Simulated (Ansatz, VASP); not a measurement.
# Re: VASP beside Ansatz

```
Re
1.0
     0.00000    2.79752    2.79752
     2.79752    0.00000    2.79752
     2.79752    2.79752    0.00000
Re
2
Direct
  0.12500 0.12500 0.12500
  0.87500 0.87500 0.87500
```

Alike in both runs: functional PBEsol; k mesh 10 × 10 × 10; occupations fermi-dirac, width 0.1 eV; no spin polarisation.

Ansatz relaxed the structure, and its values are those at the end. VASP's run is a single point on that final structure, the one shown.

|  | VASP | Ansatz |
| --- | --- | --- |
| version | VASP 6.6.1 | Ansatz 0.2.0 |
| potentials or method | VASP PAW PBE potentials, release 64 (Re_sv_GW), cutoff 560 eV | plane waves (420 eV) with PAW, scalar-relativistic |
| valence electrons in the cell | 30 | 30 |

VASP gave:

```
pressure (GPa) : -2.3
```

Problem. Estimate Ansatz's values.

Solution. Pressure (GPa): 0.0.

VASP's potentials were made for PBE, not for PBEsol, and Ansatz warns of the same on its side. With one functional, cell and mesh, what is left measures potentials, basis and numerics.

Spin-orbit coupling is off throughout.
